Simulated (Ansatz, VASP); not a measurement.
This is a calculation of TePb for Ansatz 0.2.0.

input.yaml

```yaml
crystal:
  lattice:
    - [0.0, 3.231, 3.231]
    - [3.231, 0.0, 3.231]
    - [3.231, 3.231, 0.0]
  atoms:
    - { symbol: Pb, position: [0.0, 0.0, 0.0] }
    - { symbol: Te, position: [0.5, 0.5, 0.5] }
hamiltonian:
  xc: blyp
  pseudopotentials: { kind: paw }
kpoints:
  mp_grid: { grid: [7, 7, 7] }
scf:
  occupations: { method: fermi_dirac, width: 0.05 }
output:
  forces: true
  stress: true
  eigenvalues: true
relax:
  f_tol: 0.01
  max_steps: 40
  cell: { stress_tol: 0.05 }
```

Potentials or basis: Ansatz PAW.

The run is started by

```sh
$ ansatz run input.yaml --threads 1 --pin off --max-ram 3584MiB --backend cpu --events-out ev --progress --plain --runs-dir out
```

Q: Set up the same calculation for VASP 6.6.1. Potentials there: VASP PAW PBE potentials, release 64 (Pb_d, Te).

A: As run (the cutoff follows the program's own potentials):

Contents of INCAR:

```
PREC = Accurate
ENCUT = 600
EDIFF = 1E-6
ISMEAR = -1
SIGMA = 0.05
LREAL = F
LASPH = T
NELM = 60
ALGO = Normal
ISIF = 3
LWAVE = F
LCHARG = F
GGA = B5
ALDAX = 1.0
AGGAX = 1.0
AGGAC = 1.0
ALDAC = 0.0
IBRION = 2
NSW = 60
EDIFFG = -0.01
```

Contents of KPOINTS:

```
Automatic mesh
0
Gamma
  7 7 7
```

POSCAR

```
TePb
1.0
    0.0000000000      3.2310000000      3.2310000000
    3.2310000000      0.0000000000      3.2310000000
    3.2310000000      3.2310000000      0.0000000000
Pb Te
1 1
Direct
    0.0000000000      0.0000000000      0.0000000000
    0.5000000000      0.5000000000      0.5000000000
```

Potentials or basis: VASP PAW PBE potentials, release 64 (Pb_d, Te).

Command:

```console
$ cat potpaw_PBE.64/Pb_d/POTCAR potpaw_PBE.64/Te/POTCAR > POTCAR
$ mpirun -np 1 vasp_std > vasp.out
```

Both were run:

|  | VASP | Ansatz | Ansatz less VASP |
| --- | --- | --- | --- |
| relaxed volume (Å³/atom) | 38.29 | 38.21 | -0.078 |
| relaxed cell length with the largest relative difference (Å) | 4.767 | 4.763 | -0.0032 |

VASP's potentials were made for PBE, not for BLYP. VASP's potentials hold 20 valence electrons a cell and Ansatz's 30, so a difference there can come from the potentials and not from the codes.

Neither program's run includes spin-orbit coupling. Noted on Ansatz's run: the plane-wave basis is chosen anew once the cell has moved, so the energies of steps on either side of that aren't comparable.
